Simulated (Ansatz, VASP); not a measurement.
**TaN: VASP beside Ansatz**

Contents of INCAR:

```
SYSTEM = TaN
PREC = Accurate ; ENCUT = 520
EDIFF = 1E-8 ; ISMEAR = -1
SIGMA = 0.02 ; LREAL = .False.
LASPH = .True. ; NELM = 120
ALGO = Normal ; ISIF = 2
LWAVE = .False. ; LCHARG = .False.
GGA = PE ; LEFG = .True.
NBANDS = 16 ; GGA_COMPAT = .False.
```

File KPOINTS:

```
Automatic mesh
0
Gamma
  12 12 10
  0 0 0
```

Contents of POSCAR:

```
TaN
1.0
    2.9182801511      0.0000000000      0.0000000000
   -1.4591400756      2.5273047463      0.0000000000
    0.0000000000      0.0000000000      2.8636504237
Ta N
1 1
Direct
    0.3333333333      0.6666666667      0.5000000000
    0.0000000000      0.0000000000      0.0000000000
```

Input for Ansatz:

```yaml
crystal:
  lattice:
    - [2.9182801511, 0.0, 0.0]
    - [-1.4591400756, 2.5273047463, 0.0]
    - [0.0, 0.0, 2.8636504237]
  atoms:
    - { symbol: Ta, position: [0.3333333333, 0.6666666667, 0.5] }
    - { symbol: "N", position: [0.0, 0.0, 0.0] }
kpoints:
  mp_grid: { grid: [12, 12, 10] }
scf:
  occupations: { method: fermi_dirac, width: 0.02 }
hamiltonian:
  xc: pbe
  pseudopotentials: { kind: paw }
output:
  forces: true
  stress: true
  eigenvalues: true
  efg: { contact_densities: true }
```

Change from the starting cell: volume scaled by 0.98, PAW files.

Alike in both runs: task electric field gradients; functional PBE; k mesh 12 × 12 × 10; occupations fermi-dirac, width 0.02 eV; no spin polarisation.

```csv
,VASP,Ansatz
version,VASP 6.6.1,Ansatz 0.2.0
potentials or method,"VASP PAW PBE potentials, release 64 (Ta_sv_GW, N)","PAW with Ansatz's default frozen-core files, scalar-relativistic"
plane-wave cutoff (eV),520,420
valence electrons in the cell,18,18
```

```csv
,VASP,Ansatz,Ansatz less VASP
size of Vzz on the site where it differs most (V/Å²),32.3,50.2,+17.91
```

The functional is the same, so the differences come from potentials, cutoffs and numerics.

Neither program's run includes spin-orbit coupling.
